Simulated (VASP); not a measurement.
# Al4N5 in VASP: a series of runs

Runs on Al4N5. Level: PBE+D3(BJ). Tasks: single point.

Program: VASP 6.6.1. These are calculated values, not measurements. Logs are shortened: lines on timing, memory, paths and dates and some standing lists are left out, and cuts for length are marked.

### 1 The cell of the first run

The cell holds a slab with vacuum, 18 atoms: a = 6.218 Å, b = 4.978 Å, c = 22.061 Å, α = 90.00°, β = 90.00°, γ = 90.00°.

### 2 Single point, PBE+D3(BJ)

Input file INCAR:

```
ALGO = Normal ; DIPOL = 0.5 0.5 0.289
EDIFF = 1E-6 ; ENCUT = 520
GGA = PE ; IDIPOL = 3
ISIF = 2 ; ISMEAR = 0
IVDW = 12 ; LASPH = T
LCHARG = T ; LDIPOL = T
LELF = T ; LREAL = Auto
LVACPOTAV = T ; LVHAR = T
LWAVE = F ; NBANDS = 52
NELM = 100 ; PREC = Accurate
SIGMA = 0.05
```

Input file KPOINTS:

```
k-points
0
Gamma
  5 6 1
```

Input file POSCAR:

```
Al4N5
1.0
    6.2178777932      0.0000000000      0.0000000000
    0.0000000000      4.9778062151      0.0000000000
    0.0000000000      0.0000000000     22.0612415661
Al N
8 10
Direct
    0.0000000000      0.9984444684      0.1813134582
    0.5000000000      0.9984444684      0.1813134582
    0.2500000000      0.4984444684      0.2219944576
    0.7500000000      0.4984444684      0.2219944576
    0.2500000000      0.9927115344      0.3083994001
    0.7500000000      0.9927115344      0.3083994001
    0.0000000000      0.4640676885      0.3340308200
    0.5000000000      0.4640676885      0.3340308200
    0.0000000000      0.6165555316      0.1813134582
    0.5000000000      0.6165555316      0.1813134582
    0.2500000000      0.1165555316      0.2219944576
    0.7500000000      0.1165555316      0.2219944576
    0.2500000000      0.6144481599      0.3071137031
    0.7500000000      0.6144481599      0.3071137031
    0.0000000000      0.1109285761      0.3427387141
    0.5000000000      0.1109285761      0.3427387141
    0.2500000000      0.3609285761      0.4741909713
    0.2500000000      0.3609285761      0.5240521723
```

Potentials or basis: VASP PAW PBE potentials, release 64 (Al, N).

Launch:

```bash
$ cat potpaw_PBE.64/Al/POTCAR potpaw_PBE.64/N/POTCAR > POTCAR
$ mpirun -np 1 vasp_std > vasp.out
```

OUTCAR:

```text
EDIFF = 1E-6
   ENCUT = 520
   GGA = PE
   ISIF = 2
   ISMEAR = 0
   IVDW = 12
   LASPH = T
   LREAL = Auto
   NELM = 100
   PREC = Accurate
 IVDW          = 12

 ion  position               nearest neighbor table
   1  0.000  0.998  0.181-  11 1.89  12 1.89   9 1.90   4 3.07   3 3.07   3 3.07   4 3.07   2 3.11
                             2 3.11   5 3.21   6 3.21
   2  0.500  0.998  0.181-  11 1.89  12 1.89  10 1.90   4 3.07   3 3.07   3 3.07   4 3.07   1 3.11
                             1 3.11   5 3.21   6 3.21
   3  0.250  0.498  0.222-   9 1.89  10 1.89  11 1.90  13 1.96   7 2.92   8 2.92   1 3.07   2 3.07
                             1 3.07   2 3.07   4 3.11   4 3.11   5 3.11   5 3.16
   4  0.750  0.498  0.222-   9 1.89  10 1.89  12 1.90  14 1.96   7 2.92   8 2.92   1 3.07   2 3.07
                             1 3.07   2 3.07   3 3.11   3 3.11   6 3.11   6 3.16
   5  0.250  0.993  0.308-  15 1.83  16 1.83  13 1.88  11 2.00   7 2.87   8 2.87   7 3.11   8 3.11
                             6 3.11   6 3.11   3 3.11   3 3.16   2 3.21   1 3.21
   6  0.750  0.993  0.308-  15 1.83  16 1.83  14 1.88  12 2.00   7 2.87   8 2.87   7 3.11   8 3.11
                             5 3.11   5 3.11   4 3.11   4 3.16   2 3.21   1 3.21
   7  0.000  0.464  0.334-  15 1.77  14 1.82  13 1.82   6 2.87   5 2.87   4 2.92   3 2.92   6 3.11
                             5 3.11   8 3.11   8 3.11
   8  0.500  0.464  0.334-  16 1.77  14 1.82  13 1.82   6 2.87   5 2.87   4 2.92   3 2.92   6 3.11
                             5 3.11   7 3.11   7 3.11
   9  0.000  0.617  0.181-   3 1.89   4 1.89   1 1.90
  10  0.500  0.617  0.181-   3 1.89   4 1.89   2 1.90
  11  0.250  0.117  0.222-   1 1.89   2 1.89   3 1.90   5 2.00
  12  0.750  0.117  0.222-   1 1.89   2 1.89   4 1.90   6 2.00
  13  0.250  0.614  0.307-   7 1.82   8 1.82   5 1.88   3 1.96
  14  0.750  0.614  0.307-   7 1.82   8 1.82   6 1.88   4 1.96
  15  0.000  0.111  0.343-   7 1.77   6 1.83   5 1.83
  16  0.500  0.111  0.343-   8 1.77   6 1.83   5 1.83
  17  0.250  0.361  0.474-  18 1.10
  18  0.250  0.361  0.524-  17 1.10

  LATTYP: Found a simple orthorhombic cell.
 ALAT       =     4.9778062151
 B/A-ratio  =     1.2491200992
 C/A-ratio  =     4.4319205314

  Lattice vectors:

 A1 = (   0.0000000000,  -4.9778062151,   0.0000000000)
 A2 = (   6.2178777932,   0.0000000000,   0.0000000000)
 A3 = (   0.0000000000,   0.0000000000,  22.0612415661)

Analysis of symmetry for initial positions (statically):
=====================================================================
 Subroutine PRICEL returns:
 Original cell was already a primitive cell.

 Routine SETGRP: Setting up the symmetry group for a
 simple orthorhombic supercell.

 Subroutine GETGRP returns: Found  2 space group operations
 (whereof  1 operations were pure point group operations)
 out of a pool of  8 trial point group operations.

The static configuration has the point symmetry C_1 .
 The point group associated with its full space group is C_1h.

Analysis of symmetry for dynamics (positions and initial velocities):
=====================================================================
 Subroutine PRICEL returns:
 Original cell was already a primitive cell.

 Routine SETGRP: Setting up the symmetry group for a
 simple orthorhombic supercell.

 Subroutine GETGRP returns: Found  2 space group operations
 (whereof  1 operations were pure point group operations)
 out of a pool of  8 trial point group operations.

The dynamic configuration has the point symmetry C_1 .
 The point group associated with its full space group is C_1h.

 Subroutine INISYM returns: Found  2 space group operations
 (whereof  1 operations are pure point group operations),
 and found     1 'primitive' translations

----------------------------------------------------------------------------------------

                                     Primitive cell

  volume of cell :     682.8261

  direct lattice vectors                    reciprocal lattice vectors
     6.217877793  0.000000000  0.000000000     0.160826577  0.000000000  0.000000000
     0.000000000  4.977806215  0.000000000     0.000000000  0.200891709  0.000000000
     0.000000000  0.000000000 22.061241566     0.000000000  0.000000000  0.045328365

  length of vectors
     6.217877793  4.977806215 22.061241566     0.160826577  0.200891709  0.045328365

  position of ions in fractional coordinates (direct lattice)
     0.000000000  0.998444468  0.181313458
     0.500000000  0.998444468  0.181313458
     0.250000000  0.498444468  0.221994458
[... 53 lines left out ...]
     0.032165315  0.033481952  0.045328365

  Shift w.r.t. Gamma in fractional coordinates (k-lattice)
     0.000000000  0.000000000  0.000000000

 Subroutine IBZKPT returns following result:
 ===========================================

 Found     12 irreducible k-points:

 Following reciprocal coordinates:
            Coordinates               Weight
  0.000000  0.000000  0.000000      1.000000
  0.200000  0.000000  0.000000      2.000000
  0.400000  0.000000  0.000000      2.000000
  0.000000  0.166667  0.000000      2.000000
  0.200000  0.166667  0.000000      4.000000
  0.400000  0.166667  0.000000      4.000000
  0.000000  0.333333  0.000000      2.000000
  0.200000  0.333333  0.000000      4.000000
  0.400000  0.333333  0.000000      4.000000
  0.000000  0.500000  0.000000      1.000000
  0.200000  0.500000  0.000000      2.000000
  0.400000  0.500000  0.000000      2.000000
   k-points           NKPTS =     12   k-points in BZ     NKDIM =     12   number of bands    NBANDS=     52
   number of dos      NEDOS =    301   number of ions     NIONS =     18
   total plane-waves  NPLWV = 322560
   dimension x,y,z NGX =    48 NGY =   40 NGZ =  168
   dimension x,y,z NGXF=    96 NGYF=   80 NGZF=  336
   ions per type =               8  10
   NGX,Y,Z   is equivalent  to a cutoff of  12.83, 13.36, 12.66 a.u.
   NGXF,Y,Z  is equivalent  to a cutoff of  25.67, 26.72, 25.32 a.u.
 SYSTEM =  unknown system
   PREC   = accura    normal or accurate (medium, high low for compatibility)
   ISTART =      0    job   : 0-new  1-cont  2-samecut
   ICHARG =      2    charge: 1-file 2-atom 10-const
   ISPIN  =      1    spin polarized calculation?
   LNONCOLLINEAR =      F non collinear calculations
   LSORBIT =      F    spin-orbit coupling
   LASPH  =      T    aspherical Exc in radial PAW
   ENCUT  =  520.0 eV  38.22 Ry    6.18 a.u.  11.56  9.26 41.02*2*pi/ulx,y,z
   NELM   =    100;   NELMIN=  2; NELMDL= -5     # of ELM steps
   EDIFF  = 0.1E-05   stopping-criterion for ELM
   LREAL  =      T    real-space projection
   EDIFFG = 0.1E-04   stopping-criterion for IOM
   NSW    =      0    number of steps for IOM
   IBRION =     -1    ionic relax: 0-MD 1-quasi-New 2-CG
   NFREE  =      0    steps in history (QN), initial steepest desc. (CG)
   ISIF   =      2    stress and relaxation
   ISYM   =      2    0-nonsym 1-usesym 2-fastsym
   POTIM  = 0.5000    time-step for ionic-motion
   TEBEG  =    0.0;   TEEND  =   0.0 temperature during run
   PSTRESS=    0.0 pullay stress
   NELECT =      74.0000    total number of electrons
   NUPDOWN=      -1.0000    fix difference up-down
   EMIN   =  10.00;   EMAX   =-10.00  energy-range for DOS
   EFERMI =   0.00;   METHOD = LEGACY
   ISMEAR =     0;   SIGMA  =   0.05  broadening in eV -4-tet -1-fermi 0-gaus
   EFERMI_NEDOS =   21; number of points for ismear=-14 and -15
   IALGO  =     38    algorithm
   IMIX   =      4    mixing-type and parameters
     AMIX     =   0.40;   BMIX     =  1.00
     AMIX_MAG =   1.60;   BMIX_MAG =  1.00
  volume/ion in A,a.u.               =      37.93       256.00
  Fermi-wavevector in a.u.,A,eV,Ry     =   0.780516  1.474962  8.288749  0.609206
  Thomas-Fermi vector in A             =   1.883844
   LORBIT       =      0    0 simple, 1 ext, 2 COOP (PROOUT), +10 PAW based schemes
   GGA     = PE    functional components
   LHFCALC =     F    Hartree Fock is set to
   AEXX    =    0.0000 exact exchange contribution
   IVDW    =    12    specifies the selected vdW correction
   LEPSILON=     F    determine dielectric tensor
   LRPA    =     F    only Hartree local field effects (RPA)
 non-spin polarized calculation
 Gauss-broadening in eV      SIGMA  =   0.05
  energy-cutoff  :      520.00
  volume of cell :      682.83
 maximum number of plane-waves:     18410
 NGX is ok and might be reduce to    48
   NGX = 23   NGY = 19   NGZ = 83

 dipolmoment           0.000000      0.000000     -0.007992 electrons x Angstroem

 number of electron      73.9999994 magnetization

 dipolmoment           0.000000      0.000000      0.036097 electrons x Angstroem

 Free energy of the ion-electron system (eV)
  ---------------------------------------------------
  ext. energy  EPLUGINS =         0.00000000
  ---------------------------------------------------
  free energy    TOTEN  =      -126.69149481 eV

  energy without entropy =     -126.69149481  energy(sigma->0) =     -126.69149481

 E-fermi :  -1.6625     XC(G=0):  -3.9025

 val. band max:       -1.9293795528   @ k =   0.0000   0.5000   0.0000
 cond. band min:      -0.4708805799   @ k =   0.0000   0.0000   0.0000
 fundamental gap:      1.4584989729
 Fermi energy:        -1.6624511297

 k-point     1 :       0.0000    0.0000    0.0000
  band No.  band energies     occupation
      1     -25.3731      2.00000
      2     -17.2438      2.00000
      3     -16.0814      2.00000
      4     -16.0598      2.00000
      5     -15.2087      2.00000
      6     -14.8035      2.00000
[... 613 lines left out ...]
     48       4.2892      0.00000
     49       4.6012      0.00000
 [bands above 49 left out]

------------------------ aborting loop because EDIFF is reached ----------------------------------------

 Edisp (eV)   -2.82557

 E8    (eV) :    -1.1414

  FORCE on cell =-STRESS in cart. coord.  units (eV):
  Direction    XX          YY          ZZ          XY          YZ          ZX
  --------------------------------------------------------------------------------------
  -------------------------------------------------------------------------------------
  Total       5.39095    -3.79689    -3.18494     0.00000     1.75457     0.00000
  in kB      12.64928    -8.90898    -7.47311     0.00000     4.11691     0.00000
  external pressure =       -1.24 kB  Pullay stress =        0.00 kB

 VOLUME and BASIS-vectors are now :
 -----------------------------------------------------------------------------
  energy-cutoff  :      520.00
  volume of cell :      682.83
      direct lattice vectors                 reciprocal lattice vectors
     6.217877793  0.000000000  0.000000000     0.160826577  0.000000000  0.000000000
     0.000000000  4.977806215  0.000000000     0.000000000  0.200891709  0.000000000
     0.000000000  0.000000000 22.061241566     0.000000000  0.000000000  0.045328365

 POSITION                                       TOTAL-FORCE (eV/Angst)
 -----------------------------------------------------------------------------------
      0.00000      4.97006      4.00000         0.000458     -1.588679      2.227014
      3.10894      4.97006      4.00000        -0.000458     -1.588679      2.227014
      1.55447      2.48116      4.89747         0.000000      0.815537     -1.847230
      4.66341      2.48116      4.89747         0.000000      0.806665     -1.864215
      1.55447      4.94153      6.80367         0.000000     -0.028928     -0.015423
      4.66341      4.94153      6.80367         0.000000     -0.020358     -0.024377
[... 10 lines left out ...]
      1.55447      1.79663     10.46124         0.000000      0.158443     -2.161267
      1.55447      1.79663     11.56124         0.000000     -0.076601      2.131902
 -----------------------------------------------------------------------------------
    total drift:                                0.000000     -0.013488     -0.007352

  FREE ENERGIE OF THE ION-ELECTRON SYSTEM (eV)
  ---------------------------------------------------
  free  energy   TOTEN  =      -129.5170668833 eV

  energy  without entropy=     -129.5170668833  energy(sigma->0) =     -129.51706688

 vacuum level on the upper side and lower side of the slab         3.216         3.005
```

It took 7.8 min on 1 thread of Intel Xeon 6975P-C (Granite Rapids), shared host; peak memory 0.77 GiB.

What came out:

| Property | Result |
| --- | --- |
| Free energy | -129.5171 eV |
| Largest force | 2.736 eV/Å |
| Band gap on the k mesh | 1.46 eV (least direct gap 1.47 eV) |
| Dispersion energy per atom | -0.157 eV |

Forces in eV/Å, atoms in the order of the input:
```
Al   0.000 -1.589  2.227
Al   0.000 -1.589  2.227
Al   0.000  0.816 -1.847
Al   0.000  0.807 -1.864
Al   0.000 -0.029 -0.015
Al   0.000 -0.020 -0.024
Al   0.047 -0.003  0.017
Al  -0.047 -0.003  0.017
N   -0.001  0.684  0.645
N    0.001  0.684  0.645
N    0.000  0.096 -0.998
N    0.000  0.096 -1.004
N    0.000  0.019 -0.013
N    0.000  0.021  0.016
N   -0.033 -0.036  0.001
N    0.033 -0.036  0.001
N    0.000  0.158 -2.161
N    0.000 -0.077  2.132
```

Caveat: the standard files for N, O and F lose accuracy on very short bonds.

### 3 Single point, PBE+D3(BJ)

Input file INCAR:

```
SYSTEM = Al4N5
  PREC = Accurate
  ENCUT = 520
  EDIFF = 1E-6
  ISMEAR = 0
  SIGMA = 0.05
  LREAL = Auto
  LASPH = .TRUE.
  NELM = 80
  ALGO = Normal
  ISIF = 2
  LWAVE = .FALSE.
  LCHARG = .TRUE.
  LDIPOL = .TRUE.
  IDIPOL = 3
  DIPOL = 0.5 0.5 0.289
  GGA = PE
  IVDW = 12
  LELF = .TRUE.
  LVHAR = .TRUE.
  LVACPOTAV = .TRUE.
  NBANDS = 52
```

Input file KPOINTS:

```
regular mesh
0
G
  5 6 1
  0 0 0
```

POSCAR, as its differences from that of step 2:

```diff
@@ -24,3 +24,3 @@
     0.5000000000      0.1109285761      0.3427387141
-    0.2500000000      0.3609285761      0.4741909713
-    0.2500000000      0.3609285761      0.5240521723
+    0.2500000000      0.8609285761      0.4741909713
+    0.2500000000      0.8609285761      0.5240521723
```

Potentials or basis: VASP PAW PBE potentials, release 64 (Al, N).

Launch:

```bash
$ cat potpaw_PBE.64/Al/POTCAR potpaw_PBE.64/N/POTCAR > POTCAR
$ mpirun -np 1 vasp_std > vasp.out
```

Run time: 6.9 min. Hardware: 1 thread of Intel Xeon 6975P-C (Granite Rapids), shared host; peak memory 0.77 GiB.

The run converged. Its results:

```
Free energy                : -129.4953 eV
Largest force              : 2.736 eV/Å
Band gap on the k mesh     : 1.45 eV (least direct gap 1.46 eV)
Dispersion energy per atom : -0.157 eV
```

Forces in eV/Å, atoms in the order of the input:
```
Al   0.000 -1.590  2.226
Al   0.000 -1.590  2.226
Al   0.000  0.813 -1.844
Al   0.000  0.808 -1.857
Al   0.000 -0.038  0.017
Al   0.000 -0.014 -0.011
Al   0.021  0.013 -0.006
Al  -0.021  0.013 -0.006
N   -0.001  0.685  0.644
N    0.001  0.685  0.644
N    0.000  0.094 -0.999
N    0.000  0.093 -1.001
N    0.000  0.022 -0.023
N    0.000  0.034  0.007
N   -0.025  0.020  0.001
N    0.025  0.020  0.001
N    0.000 -0.141 -2.182
N    0.000  0.072  2.163
```

Levels at points of the mesh, in eV from the valence-band top:
```
           k point  band 34  band 35  band 36  band 37  band 38  band 39  band 40  band 41
(0.00, 0.00, 0.00)    -0.70    -0.25    -0.06    -0.01     1.45     2.95     3.03     3.22
(0.00, 0.50, 0.00)    -0.47    -0.40    -0.25     0.00     1.93     2.84     3.05     3.20
```

Caveat: the standard files for N, O and F lose accuracy on very short bonds.
